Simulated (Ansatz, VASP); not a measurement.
CoO: VASP beside Ansatz

INCAR

```
  ALGO = Normal
  EDIFF = 1E-7
  ENCUT = 520
  GGA = PE
  ISIF = 2
  ISMEAR = 0
  ISPIN = 2
  LASPH = True
  LCHARG = True
  LELF = True
  LMAXMIX = 4
  LORBIT = 11
  LREAL = False
  LVHAR = True
  LWAVE = False
  MAGMOM = 2.74 0.35
  NBANDS = 18
  NELM = 150
  PREC = Accurate
  SIGMA = 0.15
```

File KPOINTS:

```
k-points
0
Gamma
  24 24 24
```

File POSCAR:

```
CoO
1.0
    0.0000000000      2.1241565581      2.1241565581
    2.1241565581      0.0000000000      2.1241565581
    2.1241565581      2.1241565581      0.0000000000
Co O
1 1
Direct
    0.0000000000      0.0000000000      0.0000000000
    0.5000000000      0.5000000000      0.5000000000
```

Input for Ansatz:

```yaml
crystal:
  lattice:
    - [0.0, 2.1241565581, 2.1241565581]
    - [2.1241565581, 0.0, 2.1241565581]
    - [2.1241565581, 2.1241565581, 0.0]
  atoms:
    - { symbol: Co, position: [0.0, 0.0, 0.0], spin: 2.74 }
    - { symbol: O, position: [0.5, 0.5, 0.5], spin: 0.35 }
basis:
  ecutwfc: 420
kpoints:
  mp_grid: { grid: [24, 24, 24] }
hamiltonian:
  xc: pbe
scf:
  occupations: { method: gaussian, width: 0.15 }
output:
  forces: true
  stress: true
  eigenvalues: true
  populations: true
magnetization:
  spin_polarized: true
```

Alike in both runs: task single point; functional PBE; k mesh 24 × 24 × 24; occupations gaussian, width 0.15 eV; collinear spin.

|  | VASP | Ansatz |
| --- | --- | --- |
| version | VASP 6.6.1 | Ansatz 0.2.0 |
| potentials or method | VASP PAW PBE potentials, release 64 (Co, O), cutoff 520 eV | scalar-relativistic, plane waves, PAW |
| valence electrons in the cell | 15 | 23 |

```tsv
	VASP	Ansatz	Ansatz less VASP
gap on the k mesh at the Fermi level (eV)	none	none	-
pressure (GPa)	-0.7	-0.1	+0.63
net moment per atom (μB)	1.43	1.45	+0.019
size of the moment on the site where the two differ most (μB)	2.53	2.47	-0.057
```

Site moments also hang on the region over which each program counts them. A gap of «none» marks a metal or a gap that the smearing closes. VASP's potentials hold 15 valence electrons a cell and Ansatz's 23, so a difference there can come from the potentials and not from the codes.
